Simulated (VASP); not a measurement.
# EuO (Fm-3m) in VASP: notebook

Runs on EuO. Level: LDA+U. Tasks: single point.

Program: VASP 6.6.1. These are calculated values, not measurements. Logs are shortened: lines on timing, memory, paths and dates and some standing lists are left out, and cuts for length are marked.

### Step 1. The cell of the first run

It takes space group Fm-3m (No. 225, cubic). Conventional cell: a = 5.144 Å, b = 5.144 Å, c = 5.144 Å, α = 90.00°, β = 90.00°, γ = 90.00°. Within 3.4 Å of Eu (site symmetry m-3m) lie 6 O at 2.57 Å. O (site symmetry m-3m) has 6 Eu at 2.57 Å within 3.4 Å.

### Step 2. Single point, LDA+U, collinear spin, ferromagnetic start

File INCAR:

```
  ALGO = Normal
  EDIFF = 1E-6
  ENCUT = 600
  GGA = CA
  GGA_COMPAT = False
  ISIF = 2
  ISMEAR = -1
  ISPIN = 2
  LASPH = True
  LCHARG = False
  LDAU = True
  LDAUJ = 0 0
  LDAUL = 3 -1
  LDAUPRINT = 1
  LDAUTYPE = 2
  LDAUU = 2 0
  LMAXMIX = 6
  LORBIT = 11
  LREAL = False
  LWAVE = False
  MAGMOM = 7 0
  NBANDS = 22
  NELM = 200
  PREC = Accurate
  SIGMA = 0.1
```

File KPOINTS:

```
k-points
0
Gamma
  9 9 9
```

File POSCAR:

```
EuO
1.0
    0.0000000000      2.5719500000      2.5719500000
    2.5719500000      0.0000000000      2.5719500000
    2.5719500000      2.5719500000      0.0000000000
Eu O
1 1
Direct
    0.0000000000      0.0000000000      0.0000000000
    0.5000000000      0.5000000000      0.5000000000
```

Potentials or basis: VASP PAW PBE potentials, release 64 (Eu, O).

Command:

```sh
> cat potpaw_PBE.64/Eu/POTCAR potpaw_PBE.64/O/POTCAR > POTCAR
> mpirun -np 1 vasp_std > vasp.out
```

OUTCAR:

```text
EDIFF = 1E-6
   ENCUT = 600
   GGA = CA
   ISIF = 2
   ISMEAR = -1
   ISPIN = 2
   LASPH = True
   LORBIT = 11
   LREAL = False
   NELM = 200
   PREC = Accurate

 ion  position               nearest neighbor table
   1  0.000  0.000  0.000-   2 2.57   2 2.57   2 2.57   2 2.57   2 2.57   2 2.57
   2  0.500  0.500  0.500-   1 2.57   1 2.57   1 2.57   1 2.57   1 2.57   1 2.57

  LATTYP: Found a face centered cubic cell.
 ALAT       =     5.1439000000

  Lattice vectors:

 A1 = (   0.0000000000,   2.5719500000,   2.5719500000)
 A2 = (   2.5719500000,   0.0000000000,   2.5719500000)
 A3 = (   2.5719500000,   2.5719500000,   0.0000000000)

Analysis of symmetry for initial positions (statically):
=====================================================================
 Subroutine PRICEL returns:
 Original cell was already a primitive cell.

 Routine SETGRP: Setting up the symmetry group for a
 face centered cubic supercell.

 Subroutine GETGRP returns: Found 48 space group operations
 (whereof 48 operations were pure point group operations)
 out of a pool of 48 trial point group operations.

The static configuration has the point symmetry O_h .

Analysis of symmetry for dynamics (positions and initial velocities):
=====================================================================
 Subroutine PRICEL returns:
 Original cell was already a primitive cell.

 Routine SETGRP: Setting up the symmetry group for a
 face centered cubic supercell.

 Subroutine GETGRP returns: Found 48 space group operations
 (whereof 48 operations were pure point group operations)
 out of a pool of 48 trial point group operations.

The dynamic configuration has the point symmetry O_h .

Analysis of structural, dynamic, and magnetic symmetry:
=====================================================================
 Subroutine PRICEL returns:
 Original cell was already a primitive cell.

 Routine SETGRP: Setting up the symmetry group for a
 face centered cubic supercell.

 Subroutine GETGRP returns: Found 48 space group operations
 (whereof 48 operations were pure point group operations)
 out of a pool of 48 trial point group operations.

The overall configuration has the point symmetry O_h .

 Subroutine INISYM returns: Found 48 space group operations
 (whereof 48 operations are pure point group operations),
 and found     1 'primitive' translations

----------------------------------------------------------------------------------------

                                     Primitive cell

  volume of cell :      34.0265

  direct lattice vectors                    reciprocal lattice vectors
     0.000000000  2.571950000  2.571950000    -0.194405023  0.194405023  0.194405023
     2.571950000  0.000000000  2.571950000     0.194405023 -0.194405023  0.194405023
     2.571950000  2.571950000  0.000000000     0.194405023  0.194405023 -0.194405023

  length of vectors
     3.637286572  3.637286572  3.637286572     0.336719378  0.336719378  0.336719378

  position of ions in fractional coordinates (direct lattice)
     0.000000000  0.000000000  0.000000000
[... 107 lines left out ...]
   GGA     = CA    functional components
   LHFCALC =     F    Hartree Fock is set to
   AEXX    =    0.0000 exact exchange contribution
   IVDW    =     0    specifies the selected vdW correction
   LEPSILON=     F    determine dielectric tensor
   LRPA    =     F    only Hartree local field effects (RPA)
 spin polarized calculation
  energy-cutoff  :      600.00
  volume of cell :       34.03
 maximum number of plane-waves:      1153
 NGX is ok and might be reduce to    30
   NGX = 15   NGY = 15   NGZ = 15

atom =   1  type =  1  l = 3

 onsite density matrix

spin component  1

  0.9490 -0.0000 -0.0103  0.0000  0.0000 -0.0000  0.0000
 -0.0000  0.9419 -0.0000  0.0000  0.0000 -0.0000  0.0000
 -0.0103 -0.0000  0.9543  0.0000 -0.0000 -0.0000 -0.0000
  0.0000  0.0000  0.0000  0.9410  0.0000  0.0000  0.0000
  0.0000  0.0000 -0.0000  0.0000  0.9543 -0.0000  0.0103
 -0.0000 -0.0000 -0.0000  0.0000 -0.0000  0.9623 -0.0000
  0.0000  0.0000 -0.0000  0.0000  0.0103 -0.0000  0.9490

spin component  2

  0.0045  0.0000  0.0021  0.0000 -0.0000  0.0000 -0.0000
  0.0000  0.0001  0.0000 -0.0000  0.0000  0.0000 -0.0000
  0.0021  0.0000  0.0034 -0.0000 -0.0000  0.0000 -0.0000
  0.0000 -0.0000 -0.0000  0.0061  0.0000 -0.0000  0.0000
 -0.0000  0.0000 -0.0000  0.0000  0.0034  0.0000 -0.0021
  0.0000  0.0000  0.0000 -0.0000  0.0000  0.0018  0.0000
 -0.0000 -0.0000 -0.0000  0.0000 -0.0021  0.0000  0.0045

 occupancies and eigenvectors

  o =  0.0001  v =  0.0000  0.0000  0.0000  0.0000  0.0000  0.0000  0.0000 -0.0000  1.0000 -0.0000  0.0000  0.0000 -0.0000  0.0000      0.0000  0.0000  0.0000  0.0000  0.0000  0.0000  0.0000  0.0000  0.0000  0.0000  0.0000  0.0000  0.0000  0.0000
  o =  0.0018  v =  0.0000  0.0000  0.0000  0.0000  0.0000  0.0000  0.0000  0.6124 -0.0000 -0.7906 -0.0000 -0.0039  0.0001 -0.0030      0.0000  0.0000  0.0000  0.0000  0.0000  0.0000  0.0000  0.0000  0.0000  0.0000  0.0000  0.0000  0.0000  0.0000
  o =  0.0018  v =  0.0000  0.0000  0.0000  0.0000  0.0000  0.0000  0.0000  0.0030 -0.0000 -0.0039  0.0000  0.7906 -0.0015  0.6124      0.0000  0.0000  0.0000  0.0000  0.0000  0.0000  0.0000  0.0000  0.0000  0.0000  0.0000  0.0000  0.0000  0.0000
  o =  0.0018  v =  0.0000  0.0000  0.0000  0.0000  0.0000  0.0000  0.0000  0.0001 -0.0000 -0.0001 -0.0000 -0.0012 -1.0000 -0.0009      0.0000  0.0000  0.0000  0.0000  0.0000  0.0000  0.0000  0.0000  0.0000  0.0000  0.0000  0.0000  0.0000  0.0000
  o =  0.0061  v =  0.0000  0.0000  0.0000  0.0000  0.0000  0.0000  0.0000 -0.0000  0.0000 -0.0000 -1.0000  0.0002  0.0000 -0.0003      0.0000  0.0000  0.0000  0.0000  0.0000  0.0000  0.0000  0.0000  0.0000  0.0000  0.0000  0.0000  0.0000  0.0000
  o =  0.0061  v =  0.0000  0.0000  0.0000  0.0000  0.0000  0.0000  0.0000 -0.7905 -0.0000 -0.6123  0.0000  0.0100 -0.0000 -0.0129      0.0000  0.0000  0.0000  0.0000  0.0000  0.0000  0.0000  0.0000  0.0000  0.0000  0.0000  0.0000  0.0000  0.0000
  o =  0.0061  v =  0.0000  0.0000  0.0000  0.0000  0.0000  0.0000  0.0000 -0.0129 -0.0000 -0.0100 -0.0003 -0.6123  0.0000  0.7905      0.0000  0.0000  0.0000  0.0000  0.0000  0.0000  0.0000  0.0000  0.0000  0.0000  0.0000  0.0000  0.0000  0.0000
  o =  0.9410  v =  0.0002  0.0000  0.0001 -0.3068 -0.5828  0.0000  0.7525  0.0000  0.0000  0.0000  0.0000  0.0000  0.0000  0.0000      0.0000  0.0000  0.0000  0.0000  0.0000  0.0000  0.0000  0.0000  0.0000  0.0000  0.0000  0.0000  0.0000  0.0000
  o =  0.9410  v = -0.7906 -0.0000 -0.6124 -0.0054  0.0009  0.0000 -0.0012  0.0000  0.0000  0.0000  0.0000  0.0000  0.0000  0.0000      0.0000  0.0000  0.0000  0.0000  0.0000  0.0000  0.0000  0.0000  0.0000  0.0000  0.0000  0.0000  0.0000  0.0000
  o =  0.9410  v = -0.0044  0.0000 -0.0034  0.9518 -0.1879  0.0000  0.2425  0.0000  0.0000  0.0000  0.0000  0.0000  0.0000  0.0000      0.0000  0.0000  0.0000  0.0000  0.0000  0.0000  0.0000  0.0000  0.0000  0.0000  0.0000  0.0000  0.0000  0.0000
  o =  0.9419  v =  0.0000 -1.0000  0.0000  0.0000 -0.0000  0.0000 -0.0000  0.0000  0.0000  0.0000  0.0000  0.0000  0.0000  0.0000      0.0000  0.0000  0.0000  0.0000  0.0000  0.0000  0.0000  0.0000  0.0000  0.0000  0.0000  0.0000  0.0000  0.0000
  o =  0.9623  v =  0.0000  0.0000  0.0000 -0.0000  0.0079  1.0000  0.0061  0.0000  0.0000  0.0000  0.0000  0.0000  0.0000  0.0000      0.0000  0.0000  0.0000  0.0000  0.0000  0.0000  0.0000  0.0000  0.0000  0.0000  0.0000  0.0000  0.0000  0.0000
  o =  0.9623  v =  0.6124  0.0000 -0.7906  0.0000  0.0001 -0.0000  0.0001  0.0000  0.0000  0.0000  0.0000  0.0000  0.0000  0.0000      0.0000  0.0000  0.0000  0.0000  0.0000  0.0000  0.0000  0.0000  0.0000  0.0000  0.0000  0.0000  0.0000  0.0000
  o =  0.9623  v =  0.0001  0.0000 -0.0001 -0.0000 -0.7905  0.0099 -0.6123  0.0000  0.0000  0.0000  0.0000  0.0000  0.0000  0.0000      0.0000  0.0000  0.0000  0.0000  0.0000  0.0000  0.0000  0.0000  0.0000  0.0000  0.0000  0.0000  0.0000  0.0000

 number of electron      22.9999999 magnetization       6.9504360

 Free energy of the ion-electron system (eV)
  ---------------------------------------------------
  ext. energy  EPLUGINS =         0.00000000
  ---------------------------------------------------
  free energy    TOTEN  =       -22.66570275 eV

  energy without entropy =      -22.62486017  energy(sigma->0) =      -22.64528146

 E-fermi :   4.1602     XC(G=0): -11.3290

 val. band max:        4.1332414588   @ k =  -0.4444   0.4444   0.0000
 cond. band min:       4.2019886380   @ k =   0.4444   0.3333   0.0000
 fundamental gap:      0.0687471792
 Fermi energy:         4.1601909689

 spin component 1

 k-point     1 :       0.0000    0.0000    0.0000
  band No.  band energies     occupation
      1     -36.6226      1.00000
      2     -15.2061      1.00000
      3     -15.2061      1.00000
      4     -15.2061      1.00000
      5     -14.0922      1.00000
      6       0.3705      1.00000
[... 1193 lines left out ...]
     21      12.1704      0.00000
     22      15.2292      0.00000

 [... further k-points ...]
[... 5 lines left out ...]
  --------------------------------------------------------------------------------------
  -------------------------------------------------------------------------------------
  Total       -2.3471273     -2.3471273     -2.3471273      0.0000000      0.0000000      0.0000000
  in kB     -110.5171488   -110.5171488   -110.5171488      0.0000000      0.0000000      0.0000000
  external PRESSURE =    -110.5171488 kB  Pullay stress =       0.0000000 kB

 VOLUME and BASIS-vectors are now :
 -----------------------------------------------------------------------------
  energy-cutoff  :      600.00
  volume of cell :       34.03
      direct lattice vectors                 reciprocal lattice vectors
     0.000000000  2.571950000  2.571950000    -0.194405023  0.194405023  0.194405023
     2.571950000  0.000000000  2.571950000     0.194405023 -0.194405023  0.194405023
     2.571950000  2.571950000  0.000000000     0.194405023  0.194405023 -0.194405023

 POSITION                                       TOTAL-FORCE (eV/Angst)
 -----------------------------------------------------------------------------------
      0.00000      0.00000      0.00000        -0.000000      0.000000      0.000000
      2.57195      2.57195      2.57195         0.000000     -0.000000     -0.000000
 -----------------------------------------------------------------------------------
    total drift:                                0.000000      0.000000      0.000000

  FREE ENERGIE OF THE ION-ELECTRON SYSTEM (eV)
  ---------------------------------------------------
  free  energy   TOTEN  =       -22.6657027512 eV

  energy  without entropy=      -22.6248601697  energy(sigma->0) =      -22.64528146

 total charge

# of ion       s       p       d       f       tot
--------------------------------------------------
    1        2.024   5.714   0.371   6.667  14.776
    2        1.537   3.369   0.000   0.000   4.907
--------------------------------------------------
tot          3.561   9.084   0.371   6.667  19.682

 magnetization (x)

# of ion       s       p       d       f       tot
--------------------------------------------------
    1       -0.008  -0.083   0.106   6.622   6.637
    2       -0.004  -0.075   0.000   0.000  -0.080
--------------------------------------------------
tot         -0.013  -0.159   0.106   6.622   6.557
```

It took 54 s on 1 thread of Intel Xeon Platinum 8559C (Emerald Rapids), shared host; peak memory 0.2 GiB.

What came out:

```yaml
Free_energy: -22.6657 eV
Pressure: -11.1 GPa
Net_moment: 6.95 μB per cell
Site_moments: Eu +6.64; O -0.08 μB
Valence_electrons_inside_the_program's_atomic_spheres: Eu 14.78; O 4.91
```

Levels at points of the mesh, in eV from the Fermi level:
Spin up:
```
           k point  band 12  band 13  band 14  band 15  band 16  band 17  band 18  band 19
(0.00, 0.00, 0.00)    -0.47    -0.12    -0.10    -0.10    -0.10     1.82     1.82     1.82
```
Spin down:
```
           k point  band 4  band 5  band 6  band 7  band 8  band 9  band 10  band 11  band 12  band 13
(0.00, 0.00, 0.00)  -17.22  -17.22   -3.58   -3.58   -3.58    0.53     2.70     2.70     2.70     4.64
```

Eigenvalues of the final occupation matrices:
| site | spin | trace | eigenvalues |
| --- | --- | --- | --- |
| site 1 f | 1 | 6.65 | 0.94 0.94 0.94 0.94 0.96 0.96 0.96 |
| site 1 f | 2 | 0.02 | 0.00 0.00 0.00 0.00 0.01 0.01 0.01 |

Caveat: the PAW data sets were made with another functional, which shifts forces and pressure a little; spin-orbit coupling is left out, which moves the levels of the heavy elements; a cell with one magnetic atom can't hold antiferromagnetic order, which such compounds often take.

### Step 3. Single point, LDA+U, collinear spin, ferromagnetic start

File INCAR:

```
SYSTEM = EuO
PREC = Accurate
ENCUT = 600
EDIFF = 1E-6
ISMEAR = -1
SIGMA = 0.1
LREAL = .FALSE.
LASPH = .TRUE.
NELM = 200
ALGO = Normal
ISIF = 2
LWAVE = .FALSE.
LCHARG = .TRUE.
ISPIN = 2
MAGMOM = 7 0
LORBIT = 11
LMAXMIX = 6
LDAU = .TRUE.
LDAUTYPE = 2
LDAUL = 3 -1
LDAUU = 4 0
LDAUJ = 0 0
LDAUPRINT = 1
GGA = CA
LELF = .TRUE.
LVHAR = .TRUE.
NBANDS = 22
GGA_COMPAT = .FALSE.
```

File KPOINTS:

```
regular mesh
0
G
  9 9 9
  0 0 0
```

POSCAR is that of step 2.

Potentials or basis: VASP PAW PBE potentials, release 64 (Eu, O).

Command:

```sh
> cat potpaw_PBE.64/Eu/POTCAR potpaw_PBE.64/O/POTCAR > POTCAR
> mpirun -np 1 vasp_std > vasp.out
```

OUTCAR:

```text
SYSTEM = EuO
   PREC = Accurate
   ENCUT = 600
   EDIFF = 1E-6
   ISMEAR = -1
   LREAL = .FALSE.
   LASPH = .TRUE.
   NELM = 200
   ISIF = 2
   ISPIN = 2
   LORBIT = 11
   GGA = CA

 ion  position               nearest neighbor table
   1  0.000  0.000  0.000-   2 2.57   2 2.57   2 2.57   2 2.57   2 2.57   2 2.57
   2  0.500  0.500  0.500-   1 2.57   1 2.57   1 2.57   1 2.57   1 2.57   1 2.57

  LATTYP: Found a face centered cubic cell.
[... 1464 lines left out ...]
  external PRESSURE =     -90.3459744 kB  Pullay stress =       0.0000000 kB

 VOLUME and BASIS-vectors are now :
 -----------------------------------------------------------------------------
  energy-cutoff  :      600.00
  volume of cell :       34.03
      direct lattice vectors                 reciprocal lattice vectors
     0.000000000  2.571950000  2.571950000    -0.194405023  0.194405023  0.194405023
     2.571950000  0.000000000  2.571950000     0.194405023 -0.194405023  0.194405023
     2.571950000  2.571950000  0.000000000     0.194405023  0.194405023 -0.194405023

 POSITION                                       TOTAL-FORCE (eV/Angst)
 -----------------------------------------------------------------------------------
      0.00000      0.00000      0.00000         0.000000      0.000000     -0.000000
      2.57195      2.57195      2.57195         0.000000      0.000000      0.000000
 -----------------------------------------------------------------------------------
    total drift:                                0.000000      0.000000      0.000000

  FREE ENERGIE OF THE ION-ELECTRON SYSTEM (eV)
  ---------------------------------------------------
  free  energy   TOTEN  =       -22.3496553320 eV

  energy  without entropy=      -22.3287892912  energy(sigma->0) =      -22.33922231

 total charge

# of ion       s       p       d       f       tot
--------------------------------------------------
    1        2.024   5.727   0.339   6.740  14.830
    2        1.537   3.374   0.000   0.000   4.912
--------------------------------------------------
tot          3.562   9.101   0.339   6.740  19.741

 magnetization (x)

# of ion       s       p       d       f       tot
--------------------------------------------------
    1       -0.009  -0.085   0.090   6.702   6.698
    2       -0.005  -0.079   0.000   0.000  -0.084
--------------------------------------------------
tot         -0.013  -0.164   0.090   6.702   6.615
```

OSZICAR:

```text
N       E                     dE             d eps       ncg     rms          rms(c)
DAV:   1     0.156835587000E+03    0.15684E+03   -0.97671E+03  4306   0.546E+03
DAV:   2     0.205584233033E+01   -0.15478E+03   -0.13343E+03  4216   0.436E+02
DAV:   3    -0.169057102215E+02   -0.18962E+02   -0.18477E+02  4420   0.122E+02
DAV:   4    -0.191067496162E+02   -0.22010E+01   -0.21766E+01  5850   0.257E+01
DAV:   5    -0.191638665538E+02   -0.57117E-01   -0.57075E-01  4892   0.596E+00    0.299E+01
DAV:   6    -0.229916898115E+02   -0.38278E+01   -0.10127E+01  4640   0.569E+01    0.225E+01
DAV:   7    -0.223108081316E+02    0.68088E+00   -0.32286E+00  4478   0.912E+01    0.136E+01
DAV:   8    -0.223537026666E+02   -0.42895E-01   -0.41568E-01  4636   0.577E+00    0.817E+00
DAV:   9    -0.223416644824E+02    0.12038E-01   -0.42227E-02  5792   0.252E+00    0.312E+00
DAV:  10    -0.223501238071E+02   -0.84593E-02   -0.12519E-02  5282   0.175E+00    0.125E+00
DAV:  11    -0.223496758304E+02    0.44798E-03   -0.61831E-03  4372   0.151E+00    0.822E-01
DAV:  12    -0.223496585592E+02    0.17271E-04   -0.93203E-04  5092   0.626E-01    0.536E-01
DAV:  13    -0.223496637391E+02   -0.51799E-05   -0.11932E-04  5550   0.949E-02    0.316E-01
DAV:  14    -0.223496600889E+02    0.36503E-05   -0.16067E-05  4660   0.833E-02    0.205E-01
DAV:  15    -0.223496572567E+02    0.28321E-05   -0.13694E-05  4578   0.719E-02    0.787E-02
DAV:  16    -0.223496553728E+02    0.18839E-05   -0.83806E-06  4082   0.550E-02    0.156E-02
DAV:  17    -0.223496553320E+02    0.40792E-07   -0.55029E-07  3222   0.139E-02
   1 F= -.22349655E+02 E0= -.22339222E+02  d E =-.208660E-01  mag=     6.9895
```

Run time: 55 s. Hardware: 1 thread of Intel Xeon Platinum 8559C (Emerald Rapids), shared host; peak memory 0.21 GiB.

Results:

```
Free energy                                           : -22.3497 eV
Pressure                                              : -9.0 GPa
Band gap on the k mesh                                : zero (filled and empty bands overlap)
Net moment                                            : 6.99 μB per cell
Site moments                                          : Eu +6.70; O -0.08 μB
Valence electrons inside the program's atomic spheres : Eu 14.83; O 4.91
```

Eigenvalues of the final occupation matrices:
```csv
site,spin,trace,eigenvalues
site 1 f,1,6.73,0.95 0.96 0.96 0.96 0.97 0.97 0.97
site 1 f,2,0.02,0.00 0.00 0.00 0.00 0.01 0.01 0.01
```

Caveat: the PAW data sets were made with another functional, which shifts forces and pressure a little; spin-orbit coupling is left out, which moves the levels of the heavy elements; a cell with one magnetic atom can't hold antiferromagnetic order, which such compounds often take. The state reached can hang on the start; a lower one may exist.

[end of part 1 of 2]
